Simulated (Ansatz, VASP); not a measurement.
**One calculation of IrSe4, two programs**

```
Ir Se
1.0
     4.30722   -4.30722    0.00000
     4.30722    4.30722    0.00000
     0.00000    0.00000    3.95937
Ir Se
1 4
Direct
  0.00000 0.00000 0.00000
  0.69500 0.30500 0.00000
  0.30500 0.69500 0.00000
  0.80500 0.80500 0.50000
  0.19500 0.19500 0.50000
```

Change from the starting cell: ordered vacancies on the cation sites of rutile (Cmmm, No. 65).

Alike in both runs: task single point; functional PBE; k mesh 4 × 4 × 4; occupations gaussian, width 0.1 eV; collinear spin.

|  | VASP | Ansatz |
| --- | --- | --- |
| version | VASP 6.6.1 | Ansatz 0.2.0 |
| potentials or method | VASP PAW PBE potentials, release 64 (Ir, Se), cutoff 520 eV | scalar-relativistic, plane waves, PAW |
| valence electrons in the cell | 33 | 81 |

```tsv
	VASP	Ansatz	Ansatz less VASP
gap on the k mesh at the Fermi level (eV)	none	none	-
pressure (GPa)	-10.5	-10.5	-0.04
traceless stress, the component that is largest in VASP (GPa)	2.73	2.74	+0.007
rms of the force components (eV/Å)	0.494	0.501	+0.0076
net moment per atom (μB)	0.00	0.00	-0.001
```

Atom by atom the forces differ by 0.008 eV/Å (rms over components). A gap of «none» marks a metal or a gap that the smearing closes. VASP's potentials hold 33 valence electrons a cell and Ansatz's 81, so a difference there can come from the potentials and not from the codes. Ansatz's warnings: seeded moment not kept.

The k mesh is coarse, so the values compare programs but aren't converged. Spin-orbit coupling is off throughout.
